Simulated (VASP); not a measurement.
## B: single point with BLYP

Crystal: B.

```
B
1.0
     0.00000    2.04419    2.04419
     2.04419    0.00000    2.04419
     2.04419    2.04419    0.00000
B
2
Direct
  0.12500 0.12500 0.12500
  0.87500 0.87500 0.87500
```

```yaml
Program: VASP 6.6.1
Task: single point
Functional: BLYP
Potentials_or_basis: VASP PAW PBE potentials, release 64 (B)
Cutoff: 520 eV
k_mesh: 15 × 15 × 15
Occupations: fermi-dirac, width 0.1 eV
Spin: no spin polarisation
```

```
Pressure               : 0.0 GPa
Band gap on the k mesh : zero (band 3 reaches 7.74 eV, above the bottom of band 4 at 1.49 eV)
```

Levels at points of the mesh, in eV from the Fermi level:
```csv
k point,band 1,band 2,band 3,band 4,band 5,band 6,band 7,band 8
"(0.00, 0.00, 0.00)",-12.51,3.81,3.81,3.81,8.09,8.09,8.09,16.02
```

It took 22 s on 1 thread of Intel(R) Xeon(R) Platinum 8259CL CPU @ 2.50GHz (Skylake/Cascade Lake) (shared host), peak memory 0.13 GiB.

Caveat: the PAW data sets were made with another functional, which shifts forces and pressure a little.
